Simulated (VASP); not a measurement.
# Si16H8O in VASP: a series of runs

Runs on Si16H8O. Level: PBE+D3(BJ). Tasks: single point.

All numbers are computed with VASP 6.6.1; they aren't measurements. Logs are shortened: lines on timing, memory, paths and dates and some standing lists are left out, and cuts for length are marked.

### Step 1. The cell of the first run

The cell holds a slab with vacuum, 25 atoms: a = 7.679 Å, b = 7.679 Å, c = 17.869 Å, α = 90.00°, β = 90.00°, γ = 60.00°.

### Step 2. Single point, PBE+D3(BJ)

The input, INCAR:

```
SYSTEM = Si16H8O
ALGO = Normal ; EDIFF = 1E-6
ENCUT = 520 ; GGA = PE
ISIF = 2 ; ISMEAR = 0
IVDW = 12 ; LASPH = .True.
LCHARG = .False. ; LREAL = Auto
LWAVE = .False. ; NBANDS = 57
NELM = 60 ; PREC = Accurate
SIGMA = 0.02
```

The input, KPOINTS:

```
k-points
0
Gamma
  2 2 1
  0 0 0
```

The input, POSCAR:

```
Si16H8O
1.0
    7.6791800000      0.0000000000      0.0000000000
    3.8395900000      6.6503650000      0.0000000000
    0.0000000000      0.0000000000     17.8687650000
H Si O
8 16 1
Direct
    0.1666667000      0.1666667000      0.0559636000
    0.6666667000      0.1666667000      0.0559636000
    0.1666667000      0.6666667000      0.0559636000
    0.6666667000      0.6666667000      0.0559636000
    0.5028801415      0.0002683834      0.4400076845
   -0.0006353087      0.5004404463      0.4399770009
    0.5030639444      0.4967617392      0.4399621837
   -0.1090336145      0.0602603051      0.4771208023
    0.1666667000      0.1666667000      0.1399089000
    0.6666667000      0.1666667000      0.1399089000
    0.1666667000      0.6666667000      0.1399089000
    0.6666667000      0.6666667000      0.1399089000
   -0.1665707181      0.3331709238      0.1820778372
    0.3333722846      0.3333378015      0.1824151643
   -0.1665799907      0.8334305183      0.1821168970
    0.3331348341      0.8334185680      0.1825437388
   -0.1652221053      0.3324668911      0.3131069638
    0.3335440349      0.3332992828      0.3135538987
   -0.1652962929      0.8333394618      0.3131702520
    0.3351617533      0.8325504450      0.3139171385
    0.0023116293     -0.0008185370      0.3566314120
    0.5015589973     -0.0000992911      0.3558503976
    0.0001005046      0.5002340375      0.3558978062
    0.5016021055      0.4987088241      0.3557808170
    0.0179830421     -0.0087261190      0.4505711817
```

Potentials or basis: VASP PAW PBE potentials, release 64 (H, Si, O).

Started as:

```sh
$ cat potpaw_PBE.64/H/POTCAR potpaw_PBE.64/Si/POTCAR potpaw_PBE.64/O/POTCAR > POTCAR
$ mpirun -np 1 vasp_std > vasp.out
```

OUTCAR:

```text
SYSTEM = Si16H8O
   EDIFF = 1E-6
   ENCUT = 520
   GGA = PE
   ISIF = 2
   ISMEAR = 0
   IVDW = 12
   LASPH = .True.
   LREAL = Auto
   NELM = 60
   PREC = Accurate
 IVDW          = 12

 ion  position               nearest neighbor table
   1  0.167  0.167  0.056-   9 1.50
   2  0.667  0.167  0.056-  10 1.50
   3  0.167  0.667  0.056-  11 1.50
   4  0.667  0.667  0.056-  12 1.50
   5  0.503  0.000  0.440-  22 1.50
   6  0.999  0.500  0.440-  23 1.50
   7  0.503  0.497  0.440-  24 1.50
   8  0.891  0.060  0.477-  25 0.97
   9  0.167  0.167  0.140-   1 1.50  13 2.34  16 2.34  14 2.34
  10  0.667  0.167  0.140-   2 1.50  13 2.34  15 2.34  14 2.34
  11  0.167  0.667  0.140-   3 1.50  15 2.34  14 2.34  16 2.34
  12  0.667  0.667  0.140-   4 1.50  13 2.34  15 2.34  16 2.35
  13  0.833  0.333  0.182-   9 2.34  10 2.34  17 2.34  12 2.34
  14  0.333  0.333  0.182-  10 2.34  11 2.34  18 2.34   9 2.34
[... 8 lines left out ...]
  23  0.000  0.500  0.356-   6 1.50  18 2.34  19 2.34  17 2.34
  24  0.502  0.499  0.356-   7 1.50  18 2.34  20 2.34  17 2.34
  25  0.018  0.991  0.451-   8 0.97  21 1.68

  LATTYP: Found a hexagonal cell.
 ALAT       =     7.6791800344
 C/A-ratio  =     2.3269105451

  Lattice vectors:

 A1 = (  -3.8395900000,  -6.6503650000,   0.0000000000)
 A2 = (   7.6791800000,   0.0000000000,   0.0000000000)
 A3 = (   0.0000000000,   0.0000000000,  17.8687650000)

Analysis of symmetry for initial positions (statically):
=====================================================================
 Subroutine PRICEL returns:
 Original cell was already a primitive cell.

 Routine SETGRP: Setting up the symmetry group for a
 hexagonal supercell.

 Subroutine GETGRP returns: Found  1 space group operations
 (whereof  1 operations were pure point group operations)
 out of a pool of 24 trial point group operations.

The static configuration has the point symmetry C_1 .

Analysis of symmetry for dynamics (positions and initial velocities):
=====================================================================
 Subroutine PRICEL returns:
 Original cell was already a primitive cell.

 Routine SETGRP: Setting up the symmetry group for a
 hexagonal supercell.

 Subroutine GETGRP returns: Found  1 space group operations
 (whereof  1 operations were pure point group operations)
 out of a pool of 24 trial point group operations.

The dynamic configuration has the point symmetry C_1 .

 Subroutine INISYM returns: Found  1 space group operations
 (whereof  1 operations are pure point group operations),
 and found     1 'primitive' translations

----------------------------------------------------------------------------------------

                                     Primitive cell

  volume of cell :     912.5462

  direct lattice vectors                    reciprocal lattice vectors
     7.679180000  0.000000000  0.000000000     0.130222237 -0.075183843  0.000000000
     3.839590000  6.650365000  0.000000000     0.000000000  0.150367687  0.000000000
     0.000000000  0.000000000 17.868765000     0.000000000  0.000000000  0.055963577

  length of vectors
     7.679180000  7.679180034 17.868765000     0.150367687  0.150367687  0.055963577

  position of ions in fractional coordinates (direct lattice)
     0.166666700  0.166666700  0.055963600
     0.666666700  0.166666700  0.055963600
     0.166666700  0.666666700  0.055963600
     0.666666700  0.666666700  0.055963600
     0.502880142  0.000268383  0.440007685
     0.999364691  0.500440446  0.439977001
[... 17 lines left out ...]
     0.501602105  0.498708824  0.355780817
     0.017983042  0.991273881  0.450571182

  ion indices of the primitive-cell ions
   primitive index   ion index
                 1           1
                 2           2
                 3           3
                 4           4
                 5           5
                 6           6
[... 17 lines left out ...]
                24          24
                25          25

----------------------------------------------------------------------------------------

 KPOINTS: k-points

Automatic generation of k-mesh.
 Grid dimensions read from file:
 generate k-points for:    2    2    1

 Generating k-lattice:

  Cartesian coordinates                     Fractional coordinates (reciprocal lattice)
     0.065111119 -0.037591922  0.000000000     0.500000000 -0.000000000  0.000000000
     0.000000000  0.075183843  0.000000000     0.000000000  0.500000000  0.000000000
     0.000000000  0.000000000  0.055963577     0.000000000  0.000000000  1.000000000

  Length of vectors
     0.075183844  0.075183843  0.055963577

  Shift w.r.t. Gamma in fractional coordinates (k-lattice)
     0.000000000  0.000000000  0.000000000

 Subroutine IBZKPT returns following result:
 ===========================================

 Found      4 irreducible k-points:

 Following reciprocal coordinates:
            Coordinates               Weight
  0.000000  0.000000  0.000000      1.000000
  0.500000  0.000000  0.000000      1.000000
  0.500000  0.500000  0.000000      1.000000
  0.000000  0.500000  0.000000      1.000000
   k-points           NKPTS =      4   k-points in BZ     NKDIM =      4   number of bands    NBANDS=     57
   number of dos      NEDOS =    301   number of ions     NIONS =     25
   total plane-waves  NPLWV = 504000
   dimension x,y,z NGX =    60 NGY =   60 NGZ =  140
   dimension x,y,z NGXF=   120 NGYF=  120 NGZF=  280
   ions per type =               8  16   1
   NGX,Y,Z   is equivalent  to a cutoff of  12.99, 12.99, 13.03 a.u.
   NGXF,Y,Z  is equivalent  to a cutoff of  25.98, 25.98, 26.05 a.u.
 SYSTEM =  Si16H8O
   PREC   = accura    normal or accurate (medium, high low for compatibility)
   ISTART =      0    job   : 0-new  1-cont  2-samecut
   ICHARG =      2    charge: 1-file 2-atom 10-const
   ISPIN  =      1    spin polarized calculation?
   LNONCOLLINEAR =      F non collinear calculations
   LSORBIT =      F    spin-orbit coupling
   LASPH  =      T    aspherical Exc in radial PAW
   ENCUT  =  520.0 eV  38.22 Ry    6.18 a.u.  14.28 14.28 33.22*2*pi/ulx,y,z
   NELM   =     60;   NELMIN=  2; NELMDL= -5     # of ELM steps
   EDIFF  = 0.1E-05   stopping-criterion for ELM
   LREAL  =      T    real-space projection
   EDIFFG = 0.1E-04   stopping-criterion for IOM
   NSW    =      0    number of steps for IOM
   IBRION =     -1    ionic relax: 0-MD 1-quasi-New 2-CG
   NFREE  =      0    steps in history (QN), initial steepest desc. (CG)
   ISIF   =      2    stress and relaxation
   ISYM   =      2    0-nonsym 1-usesym 2-fastsym
   POTIM  = 0.5000    time-step for ionic-motion
   TEBEG  =    0.0;   TEEND  =   0.0 temperature during run
   PSTRESS=    0.0 pullay stress
   NELECT =      78.0000    total number of electrons
   NUPDOWN=      -1.0000    fix difference up-down
   EMIN   =  10.00;   EMAX   =-10.00  energy-range for DOS
   EFERMI =   0.00;   METHOD = LEGACY
   ISMEAR =     0;   SIGMA  =   0.02  broadening in eV -4-tet -1-fermi 0-gaus
   EFERMI_NEDOS =   21; number of points for ismear=-14 and -15
   IALGO  =     38    algorithm
   IMIX   =      4    mixing-type and parameters
     AMIX     =   0.40;   BMIX     =  1.00
     AMIX_MAG =   1.60;   BMIX_MAG =  1.00
  volume/ion in A,a.u.               =      36.50       246.33
  Fermi-wavevector in a.u.,A,eV,Ry     =   0.721143  1.362763  7.075673  0.520047
  Thomas-Fermi vector in A             =   1.810775
   LORBIT       =      0    0 simple, 1 ext, 2 COOP (PROOUT), +10 PAW based schemes
   GGA     = PE    functional components
   LHFCALC =     F    Hartree Fock is set to
   AEXX    =    0.0000 exact exchange contribution
   IVDW    =    12    specifies the selected vdW correction
   LEPSILON=     F    determine dielectric tensor
   LRPA    =     F    only Hartree local field effects (RPA)
 non-spin polarized calculation
 Gauss-broadening in eV      SIGMA  =   0.02
  energy-cutoff  :      520.00
  volume of cell :      912.55
 maximum number of plane-waves:     24625
 NGX is ok and might be reduce to    60
   NGX = 29   NGY = 29   NGZ = 67

 number of electron      78.0000008 magnetization

 Free energy of the ion-electron system (eV)
  ---------------------------------------------------
  ext. energy  EPLUGINS =         0.00000000
  ---------------------------------------------------
  free energy    TOTEN  =      -120.29974615 eV

  energy without entropy =     -120.29974615  energy(sigma->0) =     -120.29974615

 E-fermi :  -0.8210     XC(G=0):  -4.4673

 val. band max:       -0.9336159517   @ k =   0.0000   0.0000   0.0000
 cond. band min:       0.3791280080   @ k =   0.0000   0.0000   0.0000
 fundamental gap:      1.3127439598
 Fermi energy:        -0.8209640140

 k-point     1 :       0.0000    0.0000    0.0000
  band No.  band energies     occupation
      1     -21.3403      2.00000
      2     -12.2664      2.00000
      3     -11.1693      2.00000
      4     -10.2237      2.00000
      5     -10.0865      2.00000
      6     -10.0773      2.00000
[... 43 lines left out ...]
     50       1.5333      0.00000
     51       2.3947      0.00000

 k-point     2 :       0.5000    0.0000    0.0000
  band No.  band energies     occupation
      1     -21.3402      2.00000
      2     -11.5803      2.00000
      3     -11.5556      2.00000
      4     -10.5768      2.00000
      5     -10.4799      2.00000
      6     -10.3234      2.00000
[... 43 lines left out ...]
     50       3.0111      0.00000
     51       3.0500      0.00000

 k-point     3 :       0.5000    0.5000    0.0000
  band No.  band energies     occupation
      1     -21.3402      2.00000
      2     -11.5741      2.00000
      3     -11.5638      2.00000
      4     -10.5742      2.00000
      5     -10.4789      2.00000
      6     -10.3188      2.00000
[... 43 lines left out ...]
     50       3.0003      0.00000
     51       3.0194      0.00000

 k-point     4 :       0.0000    0.5000    0.0000
  band No.  band energies     occupation
      1     -21.3402      2.00000
      2     -11.5738      2.00000
      3     -11.5645      2.00000
      4     -10.5746      2.00000
      5     -10.4796      2.00000
      6     -10.3173      2.00000
[... 43 lines left out ...]
     50       2.9964      0.00000
     51       3.0204      0.00000
 [bands above 51 left out]

------------------------ aborting loop because EDIFF is reached ----------------------------------------

 Edisp (eV)   -3.94342

 E8    (eV) :    -1.6389

  FORCE on cell =-STRESS in cart. coord.  units (eV):
  Direction    XX          YY          ZZ          XY          YZ          ZX
  --------------------------------------------------------------------------------------
  -------------------------------------------------------------------------------------
  Total       2.34025     2.33258     0.12396    -0.01024     0.02856    -0.06051
  in kB       4.10882     4.09535     0.21764    -0.01798     0.05014    -0.10623
  external pressure =        2.81 kB  Pullay stress =        0.00 kB

 VOLUME and BASIS-vectors are now :
 -----------------------------------------------------------------------------
  energy-cutoff  :      520.00
  volume of cell :      912.55
      direct lattice vectors                 reciprocal lattice vectors
     7.679180000  0.000000000  0.000000000     0.130222237 -0.075183843  0.000000000
     3.839590000  6.650365000  0.000000000     0.000000000  0.150367687  0.000000000
     0.000000000  0.000000000 17.868765000     0.000000000  0.000000000  0.055963577

 POSITION                                       TOTAL-FORCE (eV/Angst)
 -----------------------------------------------------------------------------------
      1.91980      1.10839      1.00000         0.004523     -0.010227     -0.043758
      5.75939      1.10839      1.00000        -0.001403      0.001553     -0.045864
      3.83959      4.43358      1.00000         0.011167      0.001722     -0.043640
      7.67918      4.43358      1.00000        -0.008943      0.005878     -0.046053
      3.86274      0.00178      7.86239        -0.000185     -0.000075     -0.005545
      9.59579      3.32811      7.86185        -0.000229     -0.000020     -0.008548
[... 17 lines left out ...]
      5.76673      3.31660      6.35736        -0.001290     -0.000791      0.008824
      3.94418      6.59233      8.05115         0.058187     -0.029012     -0.028119
 -----------------------------------------------------------------------------------
    total drift:                               -0.009557      0.002549     -0.004266

  FREE ENERGIE OF THE ION-ELECTRON SYSTEM (eV)
  ---------------------------------------------------
  free  energy   TOTEN  =      -124.2431680611 eV

  energy  without entropy=     -124.2431680611  energy(sigma->0) =     -124.24316806
```

Wall time 11 min (1 thread of AMD EPYC 7R13 (Zen 3), shared host); peak memory 0.94 GiB.

What came out:

| Property | Result |
| --- | --- |
| Free energy | -124.2432 eV |
| Largest force | 0.114 eV/Å |
| Band gap on the k mesh | 1.31 eV, direct |
| Dispersion energy per atom | -0.158 eV |

Forces in eV/Å, atoms in the order of the input:
```
H    0.005 -0.010 -0.044
H   -0.001  0.002 -0.046
H    0.011  0.002 -0.044
H   -0.009  0.006 -0.046
H    0.000  0.000 -0.006
H    0.000  0.000 -0.009
H    0.001  0.001 -0.008
H   -0.064  0.037  0.086
Si   0.014  0.001  0.055
Si  -0.009  0.004  0.035
Si   0.003 -0.009  0.056
Si  -0.008  0.007  0.042
Si   0.000  0.003  0.001
Si  -0.002 -0.001 -0.001
Si  -0.003 -0.002  0.002
Si   0.003 -0.001 -0.001
Si  -0.001  0.000 -0.005
Si   0.000  0.001 -0.005
Si   0.001  0.001 -0.007
Si  -0.005  0.000  0.005
Si   0.007 -0.011 -0.056
Si   0.001  0.001  0.005
Si   0.000 -0.002  0.009
Si  -0.001 -0.001  0.009
O    0.058 -0.029 -0.028
```

Levels at points of the mesh, in eV from the valence-band top:
```tsv
k point	band 35	band 36	band 37	band 38	band 39	band 40	band 41	band 42	band 43	band 44
(0.00, 0.00, 0.00)	-1.25	-0.68	-0.65	-0.03	0.00	1.31	1.34	1.35	1.87	2.09
(0.50, 0.00, 0.00)	-1.72	-1.67	-1.55	-0.83	-0.67	1.79	1.82	2.59	2.63	2.68
(0.50, 0.50, 0.00)	-1.67	-1.66	-1.58	-0.82	-0.75	1.75	1.82	2.55	2.63	2.77
(0.00, 0.50, 0.00)	-1.68	-1.66	-1.57	-0.83	-0.74	1.76	1.82	2.55	2.63	2.76
```

Caveat: the k points lie up to 0.47 Å⁻¹ apart.

(Part 1 of 2 ends here.)
